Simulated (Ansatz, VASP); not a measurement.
SiC in VASP and in Ansatz

INCAR

```
SYSTEM = SiC
ALGO     = Normal         ! electronic algorithm
EDIFF    = 1E-7           ! SCF threshold, eV
ENCUT    = 520            ! plane-wave cutoff, eV
GGA      = PE             ! functional
ISIF     = 2              ! what is computed and relaxed
ISMEAR   = -1             ! smearing method
LASPH    = .True.         ! aspherical terms in the spheres
LCHARG   = .True.         ! write CHGCAR
LELF     = .True.         ! ELF
LREAL    = .False.        ! projectors in reciprocal space
LVHAR    = .True.       
LWAVE    = .False.        ! write WAVECAR
NBANDS   = 11             ! bands
NELM     = 80             ! most SCF steps
PREC     = Accurate       ! precision mode
SIGMA    = 0.1            ! smearing width, eV
```

The input KPOINTS:

```
k-points
0
Gamma
  12 12 12
  0 0 0
```

File POSCAR:

```
SiC
1.0
    0.0000000000      2.1740000000      2.1740000000
    2.1740000000      0.0000000000      2.1740000000
    2.1740000000      2.1740000000      0.0000000000
Si C
1 1
Direct
    0.0000000000      0.0000000000      0.0000000000
    0.7500000000      0.7500000000      0.7500000000
```

Input for Ansatz:

```yaml
crystal:
  lattice:
    - [0.0, 2.174, 2.174]
    - [2.174, 0.0, 2.174]
    - [2.174, 2.174, 0.0]
  atoms:
    - { symbol: Si, position: [0.0, 0.0, 0.0] }
    - { symbol: C, position: [0.75, 0.75, 0.75] }
hamiltonian:
  xc: pbe
  pseudopotentials: { kind: paw }
basis:
  ecutwfc: 420
kpoints:
  mp_grid: { grid: [12, 12, 12] }
scf:
  occupations: { method: fermi_dirac, width: 0.1 }
  lower_state_search: "off"
  algorithm: density_mixing
  max_iter: 50
  mixing: { algorithm: broyden, ndim: 3, beta: 1.0, preconditioner: none }
output:
  forces: true
  stress: true
```

Alike in both runs: task single point; functional PBE; k mesh 12 × 12 × 12; occupations fermi-dirac, width 0.1 eV; no spin polarisation.

|  | VASP | Ansatz |
| --- | --- | --- |
| version | VASP 6.6.1 | Ansatz 0.2.0 |
| potentials or method | VASP PAW PBE potentials, release 64 (Si, C), cutoff 520 eV | PAW, plane waves, scalar-relativistic |
| valence electrons in the cell | 8 | 8 |

```csv
,VASP,Ansatz,Ansatz less VASP
pressure (GPa),4.8,4.8,+0.06
```

With one functional, cell and mesh, what is left measures potentials, basis and numerics.
